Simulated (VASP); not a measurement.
YAuS2:

```xyz
4
Lattice="4.7520 0.0000 0.0000 0.0000 4.7520 0.0000 0.0000 0.0000 3.3960" Properties=species:S:1:pos:R:3 pbc="T T T"
Y     2.3760    2.3760    1.6980
S     2.3760    0.0000    0.0000
S     0.0000    2.3760    0.0000
Au    0.0000    0.0000    0.0000
```

| Quantity | Value |
| --- | --- |
| Program | VASP 6.6.1 |
| Task | relaxation of cell and atoms |
| Functional | PBE |
| Potentials or basis | VASP PAW PBE potentials, release 64 (Y_sv, S, Au) |
| Cutoff | 600 eV |
| k mesh | 4 × 4 × 6 |
| Occupations | gaussian, width 0.1 eV |
| Spin | no spin polarisation |

At the start: pressure 9.1 GPa; volume 19.17 Å³/atom.

Q: Where does the relaxation end?

A: Over 6 steps the energy falls by 48.4 meV/atom and the volume is 20.98 Å³/atom (+9.4 %); space group P4/mmm (No. 123, to 0.1 Å) before and after.

The path:
```csv
step,energy change (eV),largest force (eV/Å),pressure (GPa),volume (Å³)
1,0.0000,0.0000,9.10,76.69
2,-0.0754,0.0000,-5.12,89.40
3,-0.1881,0.0000,0.17,83.51
4,-0.1881,0.0000,0.32,83.37
5,-0.1932,0.0000,0.21,83.82
6,-0.1934,0.0000,0.16,83.93
```

Final structure:
```cif
data_structure
_symmetry_space_group_name_H-M 'P 1'
_symmetry_Int_Tables_number 1
_cell_length_a 4.8942
_cell_length_b 4.8942
_cell_length_c 3.5040
_cell_angle_alpha 90.000
_cell_angle_beta 90.000
_cell_angle_gamma 90.000
_cell_volume 83.93
loop_
_atom_site_label
_atom_site_type_symbol
_atom_site_fract_x
_atom_site_fract_y
_atom_site_fract_z
_atom_site_occupancy
Y1 Y 0.50000 0.50000 0.50000 1
S1 S 0.50000 0.00000 0.00000 1
S2 S 0.00000 0.50000 0.00000 1
Au1 Au 0.00000 0.00000 0.00000 1
```
